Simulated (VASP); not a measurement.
# La2Y2O (P-3m1) in VASP: further runs, part 2 of 2

VASP 6.6.1.

**5. Relaxation of cell and atoms, PBE**

This run uses another cell than the first one, of 23.39 Å³/atom.

INCAR reads:

```
ALGO = Normal
EDIFF = 1E-6
EDIFFG = -0.08
ENCUT = 600
GGA = PE
IBRION = 2
ISIF = 3
ISMEAR = 0
LASPH = True
LCHARG = False
LREAL = False
LWAVE = False
NELM = 60
NSW = 36
PREC = Accurate
SIGMA = 0.2
```

KPOINTS reads:

```
k-points
0
Gamma
  5 5 2
```

POSCAR reads:

```
La2Y2O
1.0
    3.5200000000      0.0000000000      0.0000000000
   -1.7600000000      3.0484094200      0.0000000000
    0.0000000000      0.0000000000     10.9000000000
La Y O
2 2 1
Direct
    0.3333333300      0.6666666700      0.6300000000
    0.6666666700      0.3333333300      0.3700000000
    0.3333333300      0.6666666700      0.1150000000
    0.6666666700      0.3333333300      0.8850000000
    0.0000000000      0.0000000000      0.0000000000
```

Potentials or basis: VASP PAW PBE potentials, release 64 (La, Y_sv, O).

The run is started by

```sh
> cat potpaw_PBE.64/La/POTCAR potpaw_PBE.64/Y_sv/POTCAR potpaw_PBE.64/O/POTCAR > POTCAR
> mpirun -np 1 vasp_std > vasp.out
```

OUTCAR:

```text
EDIFF = 1E-6
   EDIFFG = -0.08
   ENCUT = 600
   GGA = PE
   IBRION = 2
   ISIF = 3
   ISMEAR = 0
   LASPH = True
   LREAL = False
   NELM = 60
   NSW = 36
   PREC = Accurate

 ion  position               nearest neighbor table
   1  0.333  0.667  0.630-   4 3.44   4 3.44   4 3.44   2 3.49   2 3.49   2 3.49
   2  0.667  0.333  0.370-   3 3.44   3 3.44   3 3.44   1 3.49   1 3.49   1 3.49
   3  0.333  0.667  0.115-   5 2.39   5 2.39   5 2.39   4 3.23   4 3.23   4 3.23   2 3.44   2 3.44
                             2 3.44
   4  0.667  0.333  0.885-   5 2.39   5 2.39   5 2.39   3 3.23   3 3.23   3 3.23   1 3.44   1 3.44
                             1 3.44
   5  0.000  0.000  0.000-   3 2.39   4 2.39   3 2.39   4 2.39   4 2.39   3 2.39

  LATTYP: Found a hexagonal cell.
 ALAT       =     3.5200000000
 C/A-ratio  =     3.0965909091

  Lattice vectors:

 A1 = (   3.5200000000,   0.0000000000,   0.0000000000)
 A2 = (  -1.7600000000,   3.0484094200,   0.0000000000)
 A3 = (   0.0000000000,   0.0000000000,  10.9000000000)

Analysis of symmetry for initial positions (statically):
=====================================================================
 Subroutine PRICEL returns:
 Original cell was already a primitive cell.

 Routine SETGRP: Setting up the symmetry group for a
 hexagonal supercell.

 Subroutine GETGRP returns: Found 12 space group operations
 (whereof 12 operations were pure point group operations)
 out of a pool of 24 trial point group operations.

The static configuration has the point symmetry D_3d.

[... 139 lines left out ...]
 maximum number of plane-waves:      3927
   NGX = 15   NGY = 15   NGZ = 43

--------------------------------------- Ionic step        1  -------------------------------------------

 number of electron      50.0000001 magnetization

 Free energy of the ion-electron system (eV)
  ---------------------------------------------------
  ext. energy  EPLUGINS =         0.00000000
  ---------------------------------------------------
  free energy    TOTEN  =       -32.41790410 eV

  energy without entropy =      -32.29642857  energy(sigma->0) =      -32.35716633

 E-fermi :   7.5557     XC(G=0): -10.5679

 val. band max:        7.5547807484   @ k =   0.4000   0.2000   0.0000
 cond. band min:       7.5654404752   @ k =   0.2000   0.2000   0.5000
 fundamental gap:      0.0106597268
 Fermi energy:         7.5556588163

 k-point     1 :       0.0000    0.0000    0.0000
  band No.  band energies     occupation
      1     -34.9271      2.00000
      2     -34.7930      2.00000
      3     -24.9918      2.00000
      4     -24.7690      2.00000
      5     -15.8368      2.00000
      6     -14.7030      2.00000
[... 591 lines left out ...]
--------------------------------------- Ionic step        8  -------------------------------------------

 number of electron      49.9999994 magnetization

 Free energy of the ion-electron system (eV)
  ---------------------------------------------------
  ext. energy  EPLUGINS =         0.00000000
  ---------------------------------------------------
  free energy    TOTEN  =       -32.92424084 eV

  energy without entropy =      -32.77674692  energy(sigma->0) =      -32.85049388

 E-fermi :   6.2586     XC(G=0):  -9.9165

 val. band max:        6.2366894170   @ k =   0.2000   0.0000   0.5000
 cond. band min:       6.2615815201   @ k =   0.4000   0.0000   0.0000
 fundamental gap:      0.0248921031
 Fermi energy:         6.2586037581

 k-point     1 :       0.0000    0.0000    0.0000
  band No.  band energies     occupation
      1     -36.5678      2.00000
      2     -36.4851      2.00000
      3     -26.4454      2.00000
      4     -26.3205      2.00000
      5     -17.1378      2.00000
      6     -16.3701      2.00000
[... 351 lines left out ...]
  FREE ENERGIE OF THE ION-ELECTRON SYSTEM (eV)
  ---------------------------------------------------
  free  energy   TOTEN  =       -32.9242408391 eV

  energy  without entropy=      -32.7767469166  energy(sigma->0) =      -32.85049388

 reached required accuracy - stopping structural energy minimisation
```

CONTCAR:

```text
La2Y2O
   1.00000000000000
     3.6177295562334111   -0.0000000000000000   -0.0000000000000000
    -1.8088647781167055    3.1330456982928885    0.0000000000000000
    -0.0000000000000000   -0.0000000000000000   11.9647608104045968
  La              Y               O
     2     2     1
Direct
     0.3333333300000021    0.6666666699999979    0.6260617663394856
     0.6666666699999979    0.3333333300000021    0.3739382336605146
     0.3333333300000021    0.6666666699999979    0.1096573666092213
     0.6666666699999979    0.3333333300000021    0.8903426333907789
     0.0000000000000000    0.0000000000000000    0.0000000000000000

  0.00000000E+00  0.00000000E+00  0.00000000E+00
  0.00000000E+00  0.00000000E+00  0.00000000E+00
  0.00000000E+00  0.00000000E+00  0.00000000E+00
  0.00000000E+00  0.00000000E+00  0.00000000E+00
  0.00000000E+00  0.00000000E+00  0.00000000E+00
```

It took 9 min on 1 thread of Intel Xeon 6975P-C (Granite Rapids), shared host; peak memory 0.3 GiB.

Results:

| Property | Result |
| --- | --- |
| Free energy | -32.9242 eV |
| Relaxed volume | 27.12 Å³/atom |
| Relaxed cell | a = 3.618 Å, b = 3.618 Å, c = 11.965 Å, α = 90.00°, β = 90.00°, γ = 120.00° |
| Space group after relaxing (to 0.1 Å) | P-3m1 (No. 164) |
| Energy gained by relaxing | 101.3 meV/atom |
| Ionic steps | 8 |
| Pressure after relaxing | -0.2 GPa |
| Largest force after relaxing | 0.054 eV/Å |
| Band gap on the k mesh | zero (bands 25 and 26 overlap by 1.24 eV) |

Forces on the atoms (eV/Å):
```
La   0.000  0.000  0.054
La   0.000  0.000 -0.054
Y    0.000  0.000 -0.053
Y    0.000  0.000  0.053
O    0.000  0.000  0.000
```

Step by step:
```
step  energy change (eV)  largest force (eV/Å)  pressure (GPa)  volume (Å³)
   1              0.0000                0.6671            8.01       116.96
   2             -0.4377                0.5612           -1.51       137.85
   3             -0.4509                0.4948           -0.36       134.41
   4             -0.4891                0.3109           -0.08       134.16
   5             -0.5022                0.1331            0.27       133.88
   6             -0.5022                0.1266            0.29       133.86
   7             -0.5057                0.0814           -0.01       134.93
   8             -0.5063                0.0538           -0.18       135.61
```

Final structure:
```
CELL_PARAMETERS angstrom
3.61773 0.00000 0.00000
-1.80886 3.13305 0.00000
0.00000 0.00000 11.96476
ATOMIC_POSITIONS crystal
La 0.33333 0.66667 0.62606
La 0.66667 0.33333 0.37394
Y 0.33333 0.66667 0.10966
Y 0.66667 0.33333 0.89034
O 0.00000 0.00000 0.00000
```

Caveat: the k points lie up to 0.40 Å⁻¹ apart in the final cell, too coarse for converged energies and pressures of a metal; the volume moved by over 15 % at a fixed basis, so the end points are rough; spin-orbit coupling is left out, which moves the levels of the heavy elements; the relaxation stopped at a loose force limit of 0.08 eV/Å, so its end isn't a converged minimum.

**6. The runs side by side**

| task | cell | cutoff (eV) | gap on the mesh (eV) | pressure (GPa) | relaxed volume (Å³/atom) | largest force (eV/Å) |
| --- | --- | --- | --- | --- | --- | --- |
| single point | a = 3.616, b = 3.616, c = 11.866 Å, angles 90.0, 90.0, 120.0°, 5 atoms, atomic positions A | 520 | none | 0.2 | - | 0.04 |
| single point | a = 3.725, b = 3.725, c = 12.067 Å, angles 90.0, 90.0, 120.0°, 5 atoms, atomic positions B | 520 | none | -0.1 | - | 0.03 |
| relaxation of cell and atoms | relaxed from a = 3.520, b = 3.520, c = 10.900 Å, angles 90.0, 90.0, 120.0°, 5 atoms, atomic positions C | 600 | none | 0.1 | 28.79 | 0.06 |
| relaxation of cell and atoms | relaxed from a = 3.520, b = 3.520, c = 10.900 Å, angles 90.0, 90.0, 120.0°, 5 atoms, atomic positions D | 600 | none | -0.2 | 27.12 | 0.05 |

Alike in all rows: level PBE; potentials or basis VASP PAW PBE potentials, release 64 (La, Y_sv, O); no spin polarisation; k mesh 5 × 5 × 2; smearing gaussian 0.2 eV.

Caveats: all runs use coarse meshes; spin-orbit coupling is left out, which moves the levels of the heavy elements; the volume moved by over 15 % at a fixed basis, so the end points are rough (at least some runs); the relaxation stopped at a loose force limit of 0.08 eV/Å, so its end isn't a converged minimum (at least some runs).

Absolute energies hang on the potentials; compare differences alone.
